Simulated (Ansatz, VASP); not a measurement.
**Rb in VASP and in Ansatz**

```xyz
1
Lattice="-2.8396 2.8396 2.8396 2.8396 -2.8396 2.8396 2.8396 2.8396 -2.8396" Properties=species:S:1:pos:R:3 pbc="T T T"
Rb    0.0000    0.0000    0.0000
```

Alike in both runs: functional r2SCAN; dispersion rVV10; k mesh 10 × 10 × 10; occupations gaussian, width 0.1 eV; no spin polarisation.

Ansatz relaxed the structure, and its values are those at the end. VASP's run is a single point on that final structure, the one shown.

```csv
,VASP,Ansatz
version,VASP 6.6.1,Ansatz 0.2.0
potentials or method,"VASP PAW PBE potentials, release 64 (Rb_sv), cutoff 520 eV","scalar-relativistic, plane waves, PAW"
valence electrons in the cell,9,9
```

|  | VASP | Ansatz | Ansatz less VASP |
| --- | --- | --- | --- |
| gap on the k mesh at the Fermi level (eV) | none | none | - |
| pressure (GPa) | 0.0 | 0.0 | -0.01 |

VASP's potentials were made for PBE, not for r2SCAN. A gap of «none» marks a metal or a gap that the smearing closes.
